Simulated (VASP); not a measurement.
Runs of VASP 6.6.1 on ZnSb2C. The structure is that of space group P-4m2 (No. 115), or close to it. The cells are those of the table. 

```tsv
level	cell	gap on the mesh (eV)	pressure (GPa)	largest force (eV/Å)
PBE	a = 3.867, b = 3.867, c = 11.683 Å, 8 atoms	none	(c)	0.09
PBE	a = 3.945, b = 3.945, c = 11.919 Å, 8 atoms	none	-1.7	0.06
r2SCAN	a = 3.808, b = 3.808, c = 11.332 Å, 8 atoms	none	5.5	0.20
PBE	a = 3.826, b = 3.826, c = 11.561 Å, 8 atoms	none	(a)	(d)
PBE	a = 3.983, b = 3.983, c = 12.034 Å, 8 atoms	none	-3.3	0.12
PBE	a = 3.906, b = 3.906, c = 11.802 Å, 8 atoms	none	(b)	0.01
PBE	a = 3.887, b = 3.887, c = 11.568 Å, 8 atoms	none	2.1	0.12
```

Alike in all rows: task single point; potentials or basis VASP PAW PBE potentials, release 64 (Zn, Sb, C); no spin polarisation; k mesh 6 × 6 × 2; cutoff (eV) 520; smearing fermi-dirac 0.02 eV.

Q: Estimate the missing entries.

A: (a) 4.8; (b) 0.1; (c) 2.3; (d) 0.17.

Caveats: spin-orbit coupling is left out, which moves the levels of the heavy elements; the PAW data sets were made with another functional, which shifts forces and pressure a little (some runs).

A k mesh can miss the band edges, and the runs leave out spin-orbit coupling on Sb.

A gap of «none» marks levels without a gap at the run's occupations.
